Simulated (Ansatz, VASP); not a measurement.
# One calculation of NaHgF3, two programs

INCAR

```
  ALGO = Normal
  EDIFF = 1E-7
  ENCUT = 520
  GGA = PE
  ISIF = 2
  ISMEAR = -1
  LASPH = T
  LCHARG = F
  LREAL = F
  LWAVE = F
  NBANDS = 28
  NELM = 80
  PREC = Accurate
  SIGMA = 0.02
```

Contents of KPOINTS:

```
k-points
0
Gamma
  6 6 6
```

File POSCAR:

```
NaHgF3
1.0
    4.4988204031     -0.0899764081      0.0000000000
   -0.0899764081      4.4988204031      0.0000000000
    0.0000000000      0.0000000000      4.4988204031
Na Hg F
1 1 3
Direct
    0.0000000000      0.0000000000      0.0000000000
    0.5000000000      0.5000000000      0.5000000000
    0.5000000000      0.5000000000      0.0000000000
    0.5000000000      0.0000000000      0.5000000000
    0.0000000000      0.5000000000      0.5000000000
```

Input for Ansatz:

```yaml
crystal:
  lattice:
    - [4.4988204031, -0.0899764081, 0.0]
    - [-0.0899764081, 4.4988204031, 0.0]
    - [0.0, 0.0, 4.4988204031]
  atoms:
    - { symbol: Na, position: [0.0, 0.0, 0.0] }
    - { symbol: Hg, position: [0.5, 0.5, 0.5] }
    - { symbol: F, position: [0.5, 0.5, 0.0] }
    - { symbol: F, position: [0.5, 0.0, 0.5] }
    - { symbol: F, position: [0.0, 0.5, 0.5] }
kpoints:
  mp_grid: { grid: [6, 6, 6] }
  band_path:
    path: [[0.0, 0.0, 0.0], [0.0, 0.5, 0.0], [0.5, 0.5, 0.0], [0.5, 0.5, 0.5]]
    npoints: 1
hamiltonian:
  xc: pbe
scf:
  occupations: { method: fermi_dirac, width: 0.02 }
  n_extra_bands: 5
output:
  forces: true
  stress: true
  eigenvalues: true
```

Change from the starting cell: shear_xy strain -4.0%.

Alike in both runs: task single point; functional PBE; k mesh 6 × 6 × 6; occupations fermi-dirac, width 0.02 eV; no spin polarisation.

```csv
,VASP,Ansatz
version,VASP 6.6.1,Ansatz 0.2.0
potentials or method,"VASP PAW PBE potentials, release 64 (Na_pv, Hg, F)","plane waves, PAW"
plane-wave cutoff (eV),520,420
valence electrons in the cell,40,50
```

Ansatz gave:

| Property | Result |
| --- | --- |
| pressure (GPa) | 2.3 |
| traceless stress, the component that is largest in VASP (GPa) | 0.07 |

**Question.** Estimate VASP's values.

**Answer.** Pressure (GPa): 2.7; traceless stress, the component that is largest in VASP (GPa): 0.05.

VASP's potentials hold 40 valence electrons a cell and Ansatz's 50, so a difference there can come from the potentials and not from the codes.

Spin-orbit coupling is off throughout.
